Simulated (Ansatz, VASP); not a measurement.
**W2AuN3 in VASP and in Ansatz**

```xyz
6
Lattice="2.6348 1.5212 3.1018 -2.6348 1.5212 3.1018 0.0000 -3.0424 3.1018" Properties=species:S:1:pos:R:3 pbc="T T T"
W     0.0000    0.0000    6.3781
W     0.0000    0.0000    2.9272
Au    0.0000    0.0000    0.0000
N    -1.3174    0.7606    1.5509
N     1.3174    0.7606    1.5509
N     0.0000   -1.5212    1.5509
```

Change from the starting cell: species swapped into the Ho2Al3Fe type (R-3m, No. 166).

Alike in both runs: functional PBE; k mesh 3 × 3 × 3; occupations gaussian, width 0.15 eV; no spin polarisation.

Ansatz relaxed the structure, and its values are those at the end. VASP's run is a single point on that final structure, the one shown.

|  | VASP | Ansatz |
| --- | --- | --- |
| version | VASP 6.6.1 | Ansatz 0.2.0 |
| potentials or method | VASP PAW PBE potentials, release 64 (W_sv, Au_sv_GW, N), cutoff 700 eV | scalar-relativistic, plane waves, PAW |
| valence electrons in the cell | 62 | 62 |

|  | VASP | Ansatz | Ansatz less VASP |
| --- | --- | --- | --- |
| gap on the k mesh at the Fermi level (eV) | none | none | - |
| pressure (GPa) | 0.5 | 0.0 | -0.50 |
| rms of the force components (eV/Å) | 0.032 | 0.001 | -0.0310 |

A gap of «none» marks a metal or a gap that the smearing closes.

The k mesh is coarse, so the values compare programs but aren't converged. Neither program's run includes spin-orbit coupling.
